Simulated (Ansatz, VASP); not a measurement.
One calculation of Au, two programs

File POSCAR:

```
Au
1.0
   -1.6324099650      1.6324099650      1.7069870700
    1.6324099650     -1.6324099650      1.7069870700
    1.6324099650      1.6324099650     -1.7069870700
Au
1
Direct
    0.0000000000      0.0000000000      0.0000000000
```

Contents of INCAR.step1:

```
SYSTEM = Au
ALGO     = Normal         ! electronic algorithm
EDIFF    = 1E-4           ! SCF threshold, eV
ENCUT    = 520            ! plane-wave cutoff, eV
GGA      = PE             ! functional
ISMEAR   = 0              ! smearing method
LASPH    = .TRUE.         ! aspherical terms in the spheres
LCHARG   = .FALSE.        ! write CHGCAR
LREAL    = .FALSE.        ! projectors in reciprocal space
LWAVE    = .TRUE.         ! write WAVECAR
NBANDS   = 12             ! bands
NELM     = 60             ! most SCF steps
PREC     = Accurate       ! precision mode
SIGMA    = 0.15           ! smearing width, eV
```

INCAR.step2

```
SYSTEM = Au
ALGO     = Normal         ! electronic algorithm
EDIFF    = 1E-7           ! SCF threshold, eV
ENCUT    = 520            ! plane-wave cutoff, eV
ISIF     = 2              ! what is computed and relaxed
ISMEAR   = 0              ! smearing method
ISTART   = 1            
LASPH    = .TRUE.         ! aspherical terms in the spheres
LCHARG   = .FALSE.        ! write CHGCAR
LMIXTAU  = .TRUE.       
LREAL    = .FALSE.        ! projectors in reciprocal space
LWAVE    = .FALSE.        ! write WAVECAR
METAGGA  = R2SCAN         ! meta-GGA
NBANDS   = 12             ! bands
NELM     = 60             ! most SCF steps
PREC     = Accurate       ! precision mode
SIGMA    = 0.15           ! smearing width, eV
```

File KPOINTS:

```
k-points
0
G
  20 20 20
  0 0 0
```

Input for Ansatz:

```yaml
crystal:
  lattice:
    - [-1.632409965, 1.632409965, 1.70698707]
    - [1.632409965, -1.632409965, 1.70698707]
    - [1.632409965, 1.632409965, -1.70698707]
  atoms:
    - { symbol: Au, position: [0.0, 0.0, 0.0] }
basis:
  ecutwfc: 500
kpoints:
  mp_grid: { grid: [20, 20, 20] }
hamiltonian:
  xc: r2scan
scf:
  occupations: { method: gaussian, width: 0.15 }
output:
  forces: true
  stress: true
  eigenvalues: true
```

Change from the starting cell: strain -0.015 along x and y, +0.030 along z, atoms carried along.

Alike in both runs: task single point; functional r2SCAN; k mesh 20 × 20 × 20; occupations gaussian, width 0.15 eV; no spin polarisation.

```csv
,VASP,Ansatz
version,VASP 6.6.1,Ansatz 0.2.0
potentials or method,"VASP PAW PBE potentials, release 64 (Au), cutoff 520 eV","scalar-relativistic, plane waves, PAW"
valence electrons in the cell,11,19
```

```csv
,VASP,Ansatz,Ansatz less VASP
gap on the k mesh at the Fermi level (eV),none,none,-
pressure (GPa),-4.4,-4.6,-0.22
"traceless stress, the component that is largest in VASP (GPa)",0.22,0.21,-0.010
```

VASP's potentials were made for PBE, not for r2SCAN. A gap of «none» marks a metal or a gap that the smearing closes. With one functional, cell and mesh, what is left measures potentials, basis and numerics. VASP's potentials hold 11 valence electrons a cell and Ansatz's 19, so a difference there can come from the potentials and not from the codes.

Neither program's run includes spin-orbit coupling.
